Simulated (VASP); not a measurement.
Write the native input for VASP 6.6.1 that does the following.

* Task: single point
* Functional: LDA
* Potentials or basis: VASP PAW LDA potentials, release 64 (B, N)
* Cutoff: 520 eV
* k mesh: 12 × 12 × 6
* Occupations: gaussian, width 0.05 eV
* Spin: no spin polarisation
* Dipole correction: no
* Further INCAR settings: ALGO = Normal; EDIFF = 1e-07; NBANDS = 16

The structure of BN lies in POSCAR:

```
BN
1.0
    2.4084870044      0.0000000000      0.0000000000
   -1.2042435022      2.0858109305      0.0000000000
    0.0000000000      0.0000000000      4.5828690719
B N
2 2
Direct
    0.6666666667      0.3333333333      1.0176718777
    0.3333333333      0.6666666667      0.5176718777
    0.6666666667      0.3333333333      0.6252912690
    0.3333333333      0.6666666667      0.1252912690
```

This cell differs from its parent crystal: c/a of the conventional cell at fixed volume 1.9028.

One way to write it, as run:

INCAR

```
PREC     = Accurate       # precision mode
ENCUT    = 520            # plane-wave cutoff, eV
EDIFF    = 1E-7           # SCF threshold, eV
ISMEAR   = 0              # smearing method
SIGMA    = 0.05           # smearing width, eV
LREAL    = False          # projectors in reciprocal space
LASPH    = True           # aspherical terms in the spheres
NELM     = 60             # most SCF steps
ALGO     = Normal         # electronic algorithm
ISIF     = 2              # what is computed and relaxed
LWAVE    = False          # write WAVECAR
LCHARG   = True           # write CHGCAR
LELF     = True           # ELF
LVHAR    = True         
NBANDS   = 16             # bands
```

KPOINTS

```
Automatic mesh
0
Gamma
  12 12 6
```

Potentials or basis: VASP PAW LDA potentials, release 64 (B, N).

Run with:

```sh
$ cat potpaw_LDA.64/B/POTCAR potpaw_LDA.64/N/POTCAR > POTCAR
$ mpirun -np 1 vasp_std > vasp.out
```

It gave:

```yaml
Pressure: 20.0 GPa
Largest_force: 0.449 eV/Å
Band_gap_on_the_k_mesh: 4.40 eV, direct
```

It took 11 s on 1 thread of AMD EPYC 9R45 96-Core Processor (Zen 5), with other jobs on the host, peak memory 0.1 GiB.
